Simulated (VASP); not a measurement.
Crystal: Na2Al2O.

```
CELL_PARAMETERS angstrom
2.52092 1.45545 3.99128
-2.52092 1.45545 3.99128
0.00000 -2.91090 3.99128
ATOMIC_POSITIONS crystal
Na 0.66056 0.66056 0.66056
Na 0.33944 0.33944 0.33944
Al 0.15631 0.15631 0.15631
Al 0.84369 0.84369 0.84369
O 0.50000 0.50000 0.50000
```

```yaml
Program: VASP 6.6.1
Task: relaxation of cell and atoms
Functional: PBE
Potentials_or_basis: VASP PAW PBE potentials, release 64 (Na_pv, Al, O)
Cutoff: 600 eV
k_mesh: 6 × 6 × 6
Occupations: gaussian, width 0.1 eV
Spin: no spin polarisation
```

At the start: pressure 11.7 GPa; volume 17.57 Å³/atom.

Where does the relaxation end?

Over 20 steps the energy falls by 640.4 meV/atom and the volume is 19.49 Å³/atom (+10.9 %); space group R-3m (No. 166, to 0.05 Å).

The path:
```tsv
step	energy change (eV)	largest force (eV/Å)	pressure (GPa)	volume (Å³)
1	0.0000	4.2387	11.68	87.87
2	-2.8380	0.5682	-3.86	103.26
3	-2.8392	0.5665	-3.44	102.25
4	-2.8403	0.5660	-3.57	102.53
5	-3.0000	0.4049	-1.94	96.47
6	-3.0678	0.2226	0.41	90.64
7	-3.0686	0.1951	0.84	89.84
8	-3.0876	0.2098	0.57	90.39
9	-3.1141	0.2712	0.01	91.89
10	-3.1342	0.2321	0.09	92.35
11	-3.1719	0.1736	0.45	93.73
12	-3.1044	0.9056	1.90	96.51
13	-3.1754	0.1648	0.65	94.19
14	-3.1895	0.1284	0.10	95.99
15	-3.1957	0.1018	-0.48	98.03
16	-3.1958	0.0993	-0.53	98.25
17	-3.2002	0.0665	-0.17	97.73
18	-3.2011	0.0464	0.06	97.39
19	-3.2011	0.0444	0.08	97.36
20	-3.2020	0.0351	0.08	97.47
```

Final structure:
```cif
data_structure
_symmetry_space_group_name_H-M 'P 1'
_symmetry_Int_Tables_number 1
_cell_length_a 5.9950
_cell_length_b 5.9950
_cell_length_c 5.9950
_cell_angle_alpha 44.839
_cell_angle_beta 44.839
_cell_angle_gamma 44.839
_cell_volume 97.47
loop_
_atom_site_label
_atom_site_type_symbol
_atom_site_fract_x
_atom_site_fract_y
_atom_site_fract_z
_atom_site_occupancy
Na1 Na 0.63243 0.63243 0.63243 1
Na2 Na 0.36757 0.36757 0.36757 1
Al1 Al 0.15307 0.15307 0.15307 1
Al2 Al 0.84693 0.84693 0.84693 1
O1 O 0.50000 0.50000 0.50000 1
```
